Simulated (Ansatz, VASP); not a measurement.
**One calculation of Pt16CO, two programs**

```
Pt C O
1.0
     5.54937    0.00000    0.00000
     2.77469    4.80590    0.00000
     0.00000    0.00000   24.79657
Pt C O
16 1 1
Direct
  0.00000 0.00000 0.36295
  0.50000 0.00000 0.36295
  0.00000 0.50000 0.36295
  0.50000 0.50000 0.36295
  0.16667 0.16667 0.45432
  0.66667 0.16667 0.45432
  0.16667 0.66667 0.45432
  0.66667 0.66667 0.45432
  0.83309 0.33541 0.54720
  0.33150 0.33541 0.54720
  0.82840 0.84320 0.54979
  0.33137 0.83726 0.54731
  0.99781 0.00368 0.64765
  0.49851 0.00368 0.64765
  0.99393 0.51213 0.64017
  0.50057 0.49886 0.63969
  0.23732 0.02536 0.70660
  0.23292 0.03415 0.75390
```

Alike in both runs: task single point; functional LDA; k mesh 6 × 6 × 1; occupations gaussian, width 0.1 eV; no spin polarisation.

```csv
,VASP,Ansatz
version,VASP 6.6.1,Ansatz 0.2.0
potentials or method,"VASP PAW LDA potentials, release 64 (Pt, C, O)","scalar-relativistic, plane waves, PAW"
plane-wave cutoff (eV),520,420
valence electrons in the cell,170,298
```

|  | VASP | Ansatz | Ansatz less VASP |
| --- | --- | --- | --- |
| rms of the force components (eV/Å) | 0.189 | 0.238 | +0.0493 |

LDA's correlation is that of Perdew and Zunger in VASP and of Perdew and Wang (1992) in Ansatz. Atom by atom the forces differ by 0.147 eV/Å (rms over components). One of these differences is far larger than is usual between the two programs; its cause wasn't traced. VASP's potentials hold 170 valence electrons a cell and Ansatz's 298, so a difference there can come from the potentials and not from the codes.

Spin-orbit coupling is off throughout. Noted on VASP's run: the standard files for N, O and F lose accuracy on very short bonds.
